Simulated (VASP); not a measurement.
Crystal: Al.

```xyz
1
Lattice="0.0000 2.0195 2.0195 2.0195 0.0000 2.0195 2.0195 2.0195 0.0000" Properties=species:S:1:pos:R:3 pbc="T T T"
Al    0.0000    0.0000    0.0000
```

| Quantity | Value |
| --- | --- |
| Program | VASP 6.6.1 |
| Task | relaxation of cell and atoms |
| Functional | PBE |
| Dispersion | D3(BJ) |
| Potentials or basis | VASP PAW PBE potentials, release 64 (Al) |
| Cutoff | 600 eV |
| k mesh | 18 × 18 × 18 |
| Occupations | gaussian, width 0.1 eV |
| Spin | no spin polarisation |

At the start: pressure -3.3 GPa; volume 16.47 Å³/atom.

Question: Where does the relaxation end?

Answer: Over 3 steps the energy falls by 7.4 meV/atom and the volume is 15.78 Å³/atom (-4.2 %); space group Fm-3m (No. 225, to 0.05 Å).

The path:
```
step  energy change (eV)  largest force (eV/Å)  pressure (GPa)  volume (Å³)
   1              0.0000                0.0000           -3.31        16.47
   2             -0.0072                0.0000            0.59        15.67
   3             -0.0074                0.0000            0.00        15.78
```

Final structure:
```yaml
crystal:
  lattice:
    - [0.00000, 1.99081, 1.99081]
    - [1.99081, 0.00000, 1.99081]
    - [1.99081, 1.99081, 0.00000]
  atoms:
    - { symbol: Al, position: [0.00000, 0.00000, 0.00000] }
```

Caveat: pairwise dispersion overbinds metals, which lowers pressure and volume.
